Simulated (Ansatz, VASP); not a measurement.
## One calculation of Hf2Si3, two programs

```xyz
5
Lattice="4.1438 0.0000 0.0000 -2.0719 3.5887 0.0000 0.0000 0.0000 7.8333" Properties=species:S:1:pos:R:3 pbc="T T T"
Hf    0.0000    0.0000    5.3552
Hf    0.0000    0.0000    2.4782
Si    0.0000    2.3924    0.0000
Si    2.0719    1.1962    0.0000
Si    0.0000    0.0000    0.0000
```

Alike in both runs: functional PBE; k mesh 12 × 12 × 6; occupations gaussian, width 0.1 eV; no spin polarisation.

Ansatz relaxed the structure, and its values are those at the end. VASP's run is a single point on that final structure, the one shown.

```csv
,VASP,Ansatz
version,VASP 6.6.1,Ansatz 0.2.0
potentials or method,"VASP PAW PBE potentials, release 64 (Hf_pv, Si), cutoff 520 eV","scalar-relativistic, plane waves, PAW"
valence electrons in the cell,32,64
```

```tsv
	VASP	Ansatz	Ansatz less VASP
gap on the k mesh at the Fermi level (eV)	none	none	-
pressure (GPa)	-0.2	0.0	+0.20
```

A gap of «none» marks a metal or a gap that the smearing closes. VASP's potentials hold 32 valence electrons a cell and Ansatz's 64, so a difference there can come from the potentials and not from the codes.

Spin-orbit coupling is off throughout.
